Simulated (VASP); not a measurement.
Sb2As:

```
Sb As
1.0
     0.00000    4.25799    4.25799
     4.25799    0.00000    4.25799
     4.25799    4.25799    0.00000
Sb As
4 2
Direct
  0.62500 0.62500 0.62500
  0.12500 0.62500 0.62500
  0.62500 0.62500 0.12500
  0.62500 0.12500 0.62500
  0.00000 0.00000 0.00000
  0.25000 0.25000 0.25000
```

* Program: VASP 6.6.1
* Task: relaxation of cell and atoms
* Functional: PBE
* Potentials or basis: VASP PAW PBE potentials, release 64 (Sb, As)
* Cutoff: 600 eV
* k mesh: 8 × 8 × 8
* Occupations: gaussian, width 0.1 eV
* Spin: no spin polarisation

At the start: pressure 3.1 GPa; volume 25.73 Å³/atom.

Q: How do energy, volume and symmetry change on relaxing?

A: Over 3 steps the energy falls by 11.8 meV/atom and the volume is 27.03 Å³/atom (+5.0 %); space group Fd-3m (No. 227, to 0.1 Å) before and after.

Step by step:
```tsv
step	energy change (eV)	largest force (eV/Å)	pressure (GPa)	volume (Å³)
1	0.0000	0.0000	3.05	154.40
2	-0.0588	0.0000	-1.11	165.61
3	-0.0709	0.0000	0.01	162.17
```

Final structure:
```
CELL_PARAMETERS angstrom
0.00000 4.32830 4.32830
4.32830 0.00000 4.32830
4.32830 4.32830 0.00000
ATOMIC_POSITIONS crystal
Sb 0.62500 0.62500 0.62500
Sb 0.12500 0.62500 0.62500
Sb 0.62500 0.62500 0.12500
Sb 0.62500 0.12500 0.62500
As 0.00000 0.00000 0.00000
As 0.25000 0.25000 0.25000
```
